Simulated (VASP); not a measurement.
# Sb (Fm-3m) in VASP: settings compared, part 2 of 2

VASP 6.6.1.

## Step 4: Single point, PBE+D3(BJ)

This run uses another cell than the first one, of 26.09 Å³/atom, 0.979 times its volume.

The input, INCAR:

```
SYSTEM = Sb
PREC     = Accurate       ! precision mode
ENCUT    = 520            ! plane-wave cutoff, eV
EDIFF    = 1E-6           ! SCF threshold, eV
ISMEAR   = -1             ! smearing method
SIGMA    = 0.05           ! smearing width, eV
LREAL    = .FALSE.        ! projectors in reciprocal space
LASPH    = .TRUE.         ! aspherical terms in the spheres
NELM     = 100            ! most SCF steps
ALGO     = Normal         ! electronic algorithm
ISIF     = 2              ! what is computed and relaxed
LWAVE    = .FALSE.        ! write WAVECAR
LCHARG   = .TRUE.         ! write CHGCAR
GGA      = PE             ! functional
IVDW     = 12             ! dispersion correction
LELF     = .TRUE.         ! ELF
LVHAR    = .TRUE.       
NBANDS   = 8              ! bands
```

The input, KPOINTS:

```
regular mesh
0
G
  10 10 10
  0 0 0
```

The input, POSCAR:

```
Sb
1.0
    0.0000000000      2.3541892833      2.3541892833
    2.3541892833      0.0000000000      2.3541892833
    2.3541892833      2.3541892833      0.0000000000
Sb
1
Direct
    0.0000000000      0.0000000000      0.0000000000
```

Command:

```bash
> cat potpaw_PBE.64/Sb/POTCAR > POTCAR
> mpirun -np 1 vasp_std > vasp.out
```

It took 8.9 s on 1 thread of AMD EPYC 7R43 (Zen 3), shared host; peak memory 0.13 GiB.

The run converged. Its results:

| Item | Value |
| --- | --- |
| Free energy | -4.3522 eV |
| Pressure | -0.2 GPa |
| Dispersion energy per atom | -0.541 eV |

Levels at points of the mesh, in eV from the Fermi level:
| k point | band 1 | band 2 | band 3 | band 4 | band 5 |
| --- | --- | --- | --- | --- | --- |
| (0.00, 0.00, 0.00) | -13.15 | 5.58 | 5.58 | 5.58 | 10.08 |
| (0.50, 0.00, 0.00) | -9.22 | -5.99 | 3.81 | 3.81 | 8.40 |
| (0.50, 0.50, 0.00) | -7.50 | -5.07 | 0.41 | 0.41 | 4.20 |

Caveat: spin-orbit coupling is left out, which moves the levels of the heavy elements; pairwise dispersion overbinds metals, which lowers pressure and volume.

## Step 5: Single point, PBE+D4

This run uses another cell than the first one, of 26.11 Å³/atom, 0.979 times its volume.

The input, INCAR:

```
PREC     = Accurate       # precision mode
ENCUT    = 520            # plane-wave cutoff, eV
EDIFF    = 1E-6           # SCF threshold, eV
ISMEAR   = -1             # smearing method
SIGMA    = 0.05           # smearing width, eV
LREAL    = F              # projectors in reciprocal space
LASPH    = T              # aspherical terms in the spheres
NELM     = 60             # most SCF steps
ALGO     = Normal         # electronic algorithm
ISIF     = 2              # what is computed and relaxed
LWAVE    = F              # write WAVECAR
LCHARG   = F              # write CHGCAR
GGA      = PE             # functional
IVDW     = 13             # dispersion correction
NBANDS   = 8              # bands
```

The input, KPOINTS:

```
Automatic mesh
0
Gamma
  10 10 10
```

The input, POSCAR:

```
Sb
1.0
    0.0000000000      2.3546694942      2.3546694942
    2.3546694942      0.0000000000      2.3546694942
    2.3546694942      2.3546694942      0.0000000000
Sb
1
Direct
    0.0000000000      0.0000000000      0.0000000000
```

Potentials or basis: VASP PAW PBE potentials, release 64 (Sb).

Command:

```bash
> cat potpaw_PBE.64/Sb/POTCAR > POTCAR
> mpirun -np 1 vasp_std > vasp.out
```

OUTCAR:

```text
PREC = Accurate
   ENCUT = 520
   EDIFF = 1E-6
   ISMEAR = -1
   LREAL = F
   LASPH = T
   NELM = 60
   ISIF = 2
   GGA = PE
   IVDW = 13

 ion  position               nearest neighbor table
   1  0.000  0.000  0.000-

  LATTYP: Found a face centered cubic cell.
 ALAT       =     4.7093389884

  Lattice vectors:

 A1 = (   0.0000000000,   2.3546694942,   2.3546694942)
 A2 = (   2.3546694942,   0.0000000000,   2.3546694942)
 A3 = (   2.3546694942,   2.3546694942,   0.0000000000)

Analysis of symmetry for initial positions (statically):
=====================================================================
 Subroutine PRICEL returns:
 Original cell was already a primitive cell.

 Routine SETGRP: Setting up the symmetry group for a
 face centered cubic supercell.

 Subroutine GETGRP returns: Found 48 space group operations
[... 9 lines left out ...]

 Routine SETGRP: Setting up the symmetry group for a
 face centered cubic supercell.

 Subroutine GETGRP returns: Found 48 space group operations
[... 11 lines left out ...]
                                     Primitive cell

  volume of cell :      26.1108
[... 136 lines left out ...]

 val. band max:        8.8930075967   @ k =   0.3000   0.2000   0.0000
 cond. band min:       8.9289461547   @ k =  -0.2000   0.2000   0.0000
 fundamental gap:      0.0359385580
 Fermi energy:         8.9041600756

 k-point     1 :       0.0000    0.0000    0.0000
  band No.  band energies     occupation
      1      -4.2398      2.00000
      2      14.4806      0.00000
      3      14.4806      0.00000
      4      14.4806      0.00000
      5      18.9852      0.00000
      6      18.9852      0.00000
      7      18.9852      0.00000
      8      19.1710      0.00000
[... 243 lines left out ...]
 k-point    24 :       0.4000    0.3000    0.0000
  band No.  band energies     occupation
      1      -0.8622      2.00000
      2       6.8585      2.00000
      3       9.1667      0.01044
      4      10.1074      0.00000
      5      14.0922      0.00000
      6      15.3621      0.00000
      7      23.9236      0.00000
      8      24.6779      0.00000

 [... further k-points ...]

------------------------ aborting loop because EDIFF is reached ----------------------------------------

  DFT-D4 for vdW energy calculation

  Edisp (eV):   -0.57804

  FORCE on cell =-STRESS in cart. coord.  units (eV):
  Direction    XX          YY          ZZ          XY          YZ          ZX
  --------------------------------------------------------------------------------------
  -------------------------------------------------------------------------------------
  Total      -0.02618    -0.02618    -0.02618     0.00000    -0.00000     0.00000
  in kB      -1.60633    -1.60633    -1.60633     0.00000    -0.00000     0.00000
  external pressure =       -1.61 kB  Pullay stress =        0.00 kB

 VOLUME and BASIS-vectors are now :
 -----------------------------------------------------------------------------
  energy-cutoff  :      520.00
  volume of cell :       26.11
      direct lattice vectors                 reciprocal lattice vectors
     0.000000000  2.354669494  2.354669494    -0.212344026  0.212344026  0.212344026
     2.354669494  0.000000000  2.354669494     0.212344026 -0.212344026  0.212344026
     2.354669494  2.354669494  0.000000000     0.212344026  0.212344026 -0.212344026

 POSITION                                       TOTAL-FORCE (eV/Angst)
 -----------------------------------------------------------------------------------
      0.00000      0.00000      0.00000         0.000000      0.000000      0.000000
 -----------------------------------------------------------------------------------
    total drift:                               -0.000000      0.000000      0.000000

  FREE ENERGIE OF THE ION-ELECTRON SYSTEM (eV)
  ---------------------------------------------------
  free  energy   TOTEN  =        -4.3893396668 eV

  energy  without entropy=       -4.3823969840  energy(sigma->0) =       -4.38586833
```

Wall time 8.1 s (1 thread of AMD EPYC 7R43 (Zen 3), shared host); peak memory 0.12 GiB.

Results:

```yaml
Free_energy: -4.3893 eV
Pressure: -0.2 GPa
Dispersion_energy_per_atom: -0.578 eV
```

Levels at points of the mesh, in eV from the Fermi level:
```tsv
k point	band 1	band 2	band 3	band 4	band 5	band 6
(0.00, 0.00, 0.00)	-13.14	5.58	5.58	5.58	10.08	10.08
(0.50, 0.00, 0.00)	-9.22	-5.99	3.81	3.81	8.40	9.20
(0.50, 0.50, 0.00)	-7.50	-5.06	0.41	0.41	4.20	4.62
```

Caveat: spin-orbit coupling is left out, which moves the levels of the heavy elements; pairwise dispersion overbinds metals, which lowers pressure and volume.

## Step 6: Single point, PBEsol+D4

This run uses another cell than the first one, of 25.33 Å³/atom, 0.950 times its volume.

Changes to INCAR since step 5:

```diff
@@ -11,5 +11,7 @@
 LWAVE    = F              # write WAVECAR
-LCHARG   = F              # write CHGCAR
-GGA      = PE             # functional
+LCHARG   = T              # write CHGCAR
+GGA      = PS             # functional
 IVDW     = 13             # dispersion correction
+LELF     = T              # ELF
+LVHAR    = T            
 NBANDS   = 8              # bands
```

KPOINTS is that of step 5.

The input, POSCAR:

```
Sb
1.0
    0.0000000000      2.3310286588      2.3310286588
    2.3310286588      0.0000000000      2.3310286588
    2.3310286588      2.3310286588      0.0000000000
Sb
1
Direct
    0.0000000000      0.0000000000      0.0000000000
```

Potentials or basis: VASP PAW PBE potentials, release 64 (Sb).

Command:

```bash
> cat potpaw_PBE.64/Sb/POTCAR > POTCAR
> mpirun -np 1 vasp_std > vasp.out
```

It took 9.1 s on 1 thread of AMD EPYC 7R43 (Zen 3), shared host; peak memory 0.12 GiB.

Results (log left out):

| Item | Value |
| --- | --- |
| Free energy | -4.6399 eV |
| Pressure | 0.0 GPa |
| Dispersion energy per atom | -0.346 eV |

Levels at points of the mesh, in eV from the Fermi level:
| k point | band 1 | band 2 | band 3 | band 4 | band 5 | band 6 | band 7 |
| --- | --- | --- | --- | --- | --- | --- | --- |
| (0.00, 0.00, 0.00) | -13.40 | 5.81 | 5.81 | 5.81 | 10.23 | 10.23 | 10.23 |
| (0.50, 0.00, 0.00) | -9.30 | -6.20 | 3.96 | 3.96 | 8.62 | 9.31 | 9.31 |
| (0.50, 0.50, 0.00) | -7.49 | -5.23 | 0.42 | 0.42 | 4.22 | 4.63 | 18.06 |

Caveat: the PAW data sets were made with another functional, which shifts forces and pressure a little; spin-orbit coupling is left out, which moves the levels of the heavy elements; pairwise dispersion overbinds metals, which lowers pressure and volume.

## Step 7: Overview

| level | cell | smearing | gap on the mesh (eV) | pressure (GPa) |
| --- | --- | --- | --- | --- |
| PBE | a = 3.353 Å, angles 60.0°, 1 atom | gaussian 0.027 eV | none | 1.8 |
| PBE | a = 3.353 Å, angles 60.0°, 1 atom | gaussian 0.028 eV | none | 1.8 |
| PBE+D3(BJ) | a = 3.329 Å, angles 60.0°, 1 atom | fermi-dirac 0.05 eV | none | -0.2 |
| PBE+D4 | a = 3.330 Å, angles 60.0°, 1 atom | fermi-dirac 0.05 eV | none | -0.2 |
| PBEsol+D4 | a = 3.297 Å, angles 60.0°, 1 atom | fermi-dirac 0.05 eV | none | 0.0 |

Alike in all rows: task single point; potentials or basis VASP PAW PBE potentials, release 64 (Sb); no spin polarisation; k mesh 10 × 10 × 10; cutoff (eV) 520.

Caveats: spin-orbit coupling is left out, which moves the levels of the heavy elements; pairwise dispersion overbinds metals, which lowers pressure and volume (some runs); the PAW data sets were made with another functional, which shifts forces and pressure a little (some runs).

Total energies depend on the potentials used, so only differences within one code and one set of settings carry meaning.
